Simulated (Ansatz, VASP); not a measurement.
**Tc in VASP and in Ansatz**

Contents of INCAR:

```
SYSTEM = Tc
  PREC = Accurate
  ENCUT = 520
  EDIFF = 1E-7
  ISMEAR = -1
  SIGMA = 0.08
  LREAL = .FALSE.
  LASPH = .TRUE.
  NELM = 80
  ALGO = Normal
  ISIF = 2
  LWAVE = .FALSE.
  LCHARG = .FALSE.
  GGA = PE
  NBANDS = 20
```

The input KPOINTS:

```
Automatic mesh
0
G
  17 17 9
  0 0 0
```

File POSCAR:

```
Tc
1.0
    2.7400001704      0.0000000000      0.0000000000
   -1.3700000852      2.3729097540      0.0000000000
    0.0000000000      0.0000000000      4.3980000000
Tc
2
Direct
    0.3333333333      0.6666666667      0.2500000000
    0.6666666667      0.3333333333      0.7500000000
```

Input for Ansatz:

```yaml
crystal:
  lattice:
    - [2.7400001704, 0.0, 0.0]
    - [-1.3700000852, 2.372909754, 0.0]
    - [0.0, 0.0, 4.398]
  atoms:
    - { symbol: Tc, position: [0.3333333333, 0.6666666667, 0.25] }
    - { symbol: Tc, position: [0.6666666667, 0.3333333333, 0.75] }
kpoints:
  mp_grid: { grid: [17, 17, 9] }
  band_path:
    path:
      - [0.0, 0.0, 0.0]
      - [0.5, 0.0, 0.0]
      - [0.3333333333, 0.3333333333, 0.0]
      - [0.0, 0.0, 0.0]
      - [0.0, 0.0, 0.5]
      - [0.5, 0.0, 0.5]
      - [0.3333333333, 0.3333333333, 0.5]
      - [0.0, 0.0, 0.5]
      - [0.5, 0.0, 0.5]
    npoints: 5
scf:
  occupations: { method: fermi_dirac, width: 0.08 }
hamiltonian:
  xc: pbe
  pseudopotentials:
    kind: all_electron
    lapw: { basis_error: 0.001 }
    relativity: none
output:
  forces: true
  stress: true
  eigenvalues: true
```

Alike in both runs: task single point; functional PBE; k mesh 17 × 17 × 9; occupations fermi-dirac, width 0.08 eV; no spin polarisation.

|  | VASP | Ansatz |
| --- | --- | --- |
| version | VASP 6.6.1 | Ansatz 0.2.0 |
| potentials or method | VASP PAW PBE potentials, release 64 (Tc_pv), cutoff 520 eV | all-electron LAPW, non-relativistic |

|  | VASP | Ansatz | Ansatz less VASP |
| --- | --- | --- | --- |
| pressure (GPa) | 2.5 | 8.5 | +6.03 |
| traceless stress, the component that is largest in VASP (GPa) | -0.80 | -1.54 | -0.733 |

One of these differences is far larger than is usual between the two programs; its cause wasn't traced. Ansatz ran all-electron here, and VASP with PAW potentials.
